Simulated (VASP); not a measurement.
Write the native input for VASP 6.6.1 that does the following.

* Task: single point
* Functional: LDA
* Potentials or basis: VASP PAW LDA potentials, release 64 (B, P)
* Cutoff: 500 eV
* k mesh: 10 × 10 × 10
* Occupations: gaussian, width 0.01 eV
* Spin: no spin polarisation
* Dipole correction: no
* Further INCAR settings: ALGO = Normal; EDIFF = 1e-06; NBANDS = 11

The structure of BP lies in POSCAR:

```
BP
1.0
    0.0000000000      2.2229228706      2.2558474901
    2.2229228706      0.0000000000      2.2558474901
    2.2229228706      2.2229228706      0.0000000000
B P
1 1
Direct
    0.0000000000      0.0000000000      0.0000000000
    0.2500000000      0.2500000000      0.2500000000
```

These files were run (other wordings do the same):

INCAR

```
ALGO = Normal ; EDIFF = 1E-6
ENCUT = 500 ; GGA = CA
GGA_COMPAT = False ; ISIF = 2
ISMEAR = 0 ; LASPH = True
LCHARG = False ; LREAL = False
LWAVE = False ; NBANDS = 11
NELM = 120 ; PREC = Accurate
SIGMA = 0.01
```

KPOINTS

```
k-points
0
Gamma
  10 10 10
```

Potentials or basis: VASP PAW LDA potentials, release 64 (B, P).

Launch:

```console
$ cat potpaw_LDA.64/B/POTCAR potpaw_LDA.64/P/POTCAR > POTCAR
$ mpirun -np 1 vasp_std > vasp.out
```

It gave:

| Quantity | Value |
| --- | --- |
| Pressure | 2.6 GPa |
| Band gap on the k mesh | 1.02 eV (least direct gap 3.38 eV) |

It took 13 s on 1 thread of Intel(R) Xeon(R) Platinum 8259CL CPU @ 2.50GHz (Skylake/Cascade Lake) (shared host), peak memory 0.13 GiB.
